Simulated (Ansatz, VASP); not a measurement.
## One calculation of Nb, two programs

```
Nb
1.0
    -1.62383    1.62383    1.62383
     1.62383   -1.62383    1.62383
     1.62383    1.62383   -1.62383
Nb
1
Direct
  0.00000 0.00000 0.00000
```

Alike in both runs: functional LDA; k mesh 18 × 18 × 18; occupations gaussian, width 0.1 eV; no spin polarisation.

Ansatz relaxed the structure, and its values are those at the end. VASP's run is a single point on that final structure, the one shown.

|  | VASP | Ansatz |
| --- | --- | --- |
| version | VASP 6.6.1 | Ansatz 0.2.0 |
| potentials or method | VASP PAW LDA potentials, release 64 (Nb_sv), cutoff 520 eV | scalar-relativistic, plane waves, PAW |
| valence electrons in the cell | 13 | 13 |

|  | VASP | Ansatz | Ansatz less VASP |
| --- | --- | --- | --- |
| gap on the k mesh at the Fermi level (eV) | none | none | - |
| pressure (GPa) | -0.2 | 0.0 | +0.16 |

LDA's correlation is that of Perdew and Zunger in VASP and of Perdew and Wang (1992) in Ansatz. A gap of «none» marks a metal or a gap that the smearing closes.
